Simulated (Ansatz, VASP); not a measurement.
## NaCl: VASP beside Ansatz

```
CELL_PARAMETERS angstrom
0.00000 2.80095 2.80095
2.80095 0.00000 2.80095
2.80095 2.80095 0.00000
ATOMIC_POSITIONS crystal
Na 0.00000 0.00000 0.00000
Cl 0.50000 0.50000 0.50000
```

Alike in both runs: functional PBEsol; k mesh 10 × 10 × 10; occupations fermi-dirac, width 0.1 eV; no spin polarisation.

Ansatz relaxed the structure, and its values are those at the end. VASP's run is a single point on that final structure, the one shown.

|  | VASP | Ansatz |
| --- | --- | --- |
| version | VASP 6.6.1 | Ansatz 0.2.0 |
| potentials or method | VASP PAW PBE potentials, release 64 (Na_pv, Cl) | PAW with Ansatz's default frozen-core files, scalar-relativistic |
| plane-wave cutoff (eV) | 520 | 420 |
| valence electrons in the cell | 14 | 16 |

```csv
,VASP,Ansatz,Ansatz less VASP
pressure (GPa),0.0,0.0,-0.02
```

VASP's potentials were made for PBE, not for PBEsol. VASP's potentials hold 14 valence electrons a cell and Ansatz's 16, so a difference there can come from the potentials and not from the codes.
